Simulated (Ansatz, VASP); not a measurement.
Given: the input of a run of VASP 6.6.1 on BaTe.

The input POSCAR:

```
BaTe
1.0
    0.0000000000      3.3871134044      3.3871134044
    3.3871134044      0.0000000000      3.3871134044
    3.3871134044      3.3871134044      0.0000000000
Ba Te
1 1
Direct
    0.0000000000      0.0000000000      0.0000000000
    0.5000000000      0.5000000000      0.5000000000
```

Contents of INCAR.step1:

```
PREC     = Accurate       # precision mode
ENCUT    = 520            # plane-wave cutoff, eV
EDIFF    = 1E-5           # SCF threshold, eV
ISMEAR   = -1             # smearing method
SIGMA    = 0.05           # smearing width, eV
LREAL    = False          # projectors in reciprocal space
LASPH    = True           # aspherical terms in the spheres
NELM     = 60             # most SCF steps
ALGO     = Normal         # electronic algorithm
ISIF     = 2              # what is computed and relaxed
LWAVE    = True           # write WAVECAR
GGA      = PE             # functional
NBANDS   = 15             # bands
```

The input INCAR.step2:

```
PREC     = Accurate       # precision mode
ENCUT    = 520            # plane-wave cutoff, eV
EDIFF    = 1E-6           # SCF threshold, eV
ISMEAR   = -1             # smearing method
SIGMA    = 0.05           # smearing width, eV
LREAL    = False          # projectors in reciprocal space
LASPH    = True           # aspherical terms in the spheres
NELM     = 60             # most SCF steps
ALGO     = Normal         # electronic algorithm
ISIF     = 2              # what is computed and relaxed
LWAVE    = False          # write WAVECAR
LCHARG   = True           # write CHGCAR
GGA      = PE             # functional
LHFCALC  = True           # exact exchange
AEXX     = 0.25           # exact-exchange fraction
PRECFOCK = Normal       
LELF     = True           # ELF
LVHAR    = True         
ISTART   = 1            
NBANDS   = 15             # bands
```

File KPOINTS:

```
regular mesh
0
Gamma
  4 4 4
```

Potentials or basis: VASP PAW PBE potentials, release 64 (Ba_sv, Te).

Run with:

```bash
$ cat potpaw_PBE.64/Ba_sv/POTCAR potpaw_PBE.64/Te/POTCAR > POTCAR
$ cp INCAR.step1 INCAR
$ mpirun -np 1 vasp_std > vasp.out
$ cp INCAR.step2 INCAR
$ mpirun -np 1 vasp_std > vasp.out
```

Task: Translate it to Ansatz 0.2.0. Potentials there: Ansatz PAW.

Result: As run (the cutoff follows the program's own potentials):

Contents of input:

```
crystal:
  lattice:
    - [0.0, 3.3871134044, 3.3871134044]
    - [3.3871134044, 0.0, 3.3871134044]
    - [3.3871134044, 3.3871134044, 0.0]
  atoms:
    - { symbol: Ba, position: [0.0, 0.0, 0.0] }
    - { symbol: Te, position: [0.5, 0.5, 0.5] }
hamiltonian:
  xc: pbe0
  pseudopotentials: { kind: paw }
kpoints:
  mp_grid: { grid: [4, 4, 4] }
scf:
  occupations: { method: fermi_dirac, width: 0.05 }
output:
  forces: true
  stress: true
  eigenvalues: true
```

Both were run:

|  | VASP | Ansatz | Ansatz less VASP |
| --- | --- | --- | --- |
| gap on the k mesh at the Fermi level (eV) | 2.66 | 2.70 | +0.043 |
| least direct gap on the mesh (eV) | 3.10 | 3.11 | +0.012 |
| pressure (GPa) | 4.9 | 4.7 | -0.27 |

With one functional, cell and mesh, what is left measures potentials, basis and numerics. VASP's potentials hold 16 valence electrons a cell and Ansatz's 26, so a difference there can come from the potentials and not from the codes.

Neither program's run includes spin-orbit coupling.
